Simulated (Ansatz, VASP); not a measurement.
## Na in VASP and in Ansatz

```
CELL_PARAMETERS angstrom
-2.07427 2.07427 2.07427
2.07427 -2.07427 2.07427
2.07427 2.07427 -2.07427
ATOMIC_POSITIONS crystal
Na 0.00000 0.00000 0.00000
```

Change from the starting cell: volume scaled by 0.94, crystal datasets.

Alike in both runs: task electric field gradients; functional PBE; k mesh 12 × 12 × 12; occupations fermi-dirac, width 0.05 eV; no spin polarisation.

```csv
,VASP,Ansatz
version,VASP 6.6.1,Ansatz 0.2.0
potentials or method,"VASP PAW PBE potentials, release 64 (Na_pv), cutoff 400 eV","all-electron PAW with datasets made for the crystal, scalar-relativistic"
```

VASP gave:

| Quantity | Value |
| --- | --- |
| pressure (GPa) | 0.1 |

Task: Which values does Ansatz return?

Result: Pressure (GPa): 0.3.

Ansatz ran all-electron here, and VASP with PAW potentials.
